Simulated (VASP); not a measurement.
Crystal: Al.

```
Al
1.0
    -1.55874    1.55874    1.55874
     1.55874   -1.55874    1.55874
     1.55874    1.55874   -1.55874
Al
1
Direct
  0.00000 0.00000 0.00000
```

Base run:

- Program: VASP 6.6.1
- Functional: PBE0
- Potentials or basis: VASP PAW PBE potentials, release 64 (Al)
- Cutoff: 520 eV
- k mesh: 8 × 8 × 8
- Occupations: fermi-dirac, width 0.05 eV
- Spin: no spin polarisation

Its results: pressure 7.3 GPa.

Q: After a change of settings the same cell gave: pressure 9.6 GPa. Which change was it?
A. functional from PBE0 to PBEsol; k mesh from 8 × 8 × 8 to 12 × 12 × 12
B. functional from PBE0 to r2SCAN; k mesh from 8 × 8 × 8 to 12 × 12 × 12
C. k mesh from 8 × 8 × 8 to 6 × 6 × 6

A: C.

Caveats: some runs use coarse meshes; the PAW data sets were made with another functional, which shifts forces and pressure a little.
